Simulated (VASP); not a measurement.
Write the native input for VASP 6.6.1 that does the following.

- Task: single point
- Functional: PBE
- Potentials or basis: VASP PAW PBE potentials, release 64 (Be, Si, Cu)
- Cutoff: 520 eV
- k mesh: 7 × 7 × 7
- Occupations: fermi-dirac, width 0.05 eV
- Spin: no spin polarisation
- Dipole correction: no
- Further INCAR settings: ALGO = Normal; EDIFF = 1e-06; NBANDS = 20

The structure of Be4CuSi lies in POSCAR:

```
Be4CuSi
1.0
    0.0000000000      3.0179254180      3.0179254180
    3.0179254180      0.0000000000      3.0179254180
    3.0179254180      3.0179254180      0.0000000000
Be Si Cu
4 1 1
Direct
    0.3749810000      0.3749810000      0.3749810000
    0.8750560000      0.3749810000      0.3749810000
    0.3749810000      0.3749810000      0.8750560000
    0.3749810000      0.8750560000      0.3749810000
    0.0000000000      0.0000000000      0.0000000000
    0.7500000000      0.7500000000      0.7500000000
```

The input as run:

INCAR

```
SYSTEM = Be4CuSi
  PREC = Accurate
  ENCUT = 520
  EDIFF = 1E-6
  ISMEAR = -1
  SIGMA = 0.05
  LREAL = .False.
  LASPH = .True.
  NELM = 80
  ALGO = Normal
  ISIF = 2
  LWAVE = .False.
  LCHARG = .False.
  GGA = PE
  NBANDS = 20
```

KPOINTS

```
regular mesh
0
Gamma
  7 7 7
  0 0 0
```

Potentials or basis: VASP PAW PBE potentials, release 64 (Be, Si, Cu).

Run with:

```sh
$ cat potpaw_PBE.64/Be/POTCAR potpaw_PBE.64/Si/POTCAR potpaw_PBE.64/Cu/POTCAR > POTCAR
$ mpirun -np 1 vasp_std > vasp.out
```

It gave:

| Item | Value |
| --- | --- |
| Pressure | 4.1 GPa |
| Largest force | 0.013 eV/Å |

Wall time 18 s on 1 thread of Intel(R) Xeon(R) Platinum 8488C (Sapphire Rapids) (shared host), peak memory 0.18 GiB.
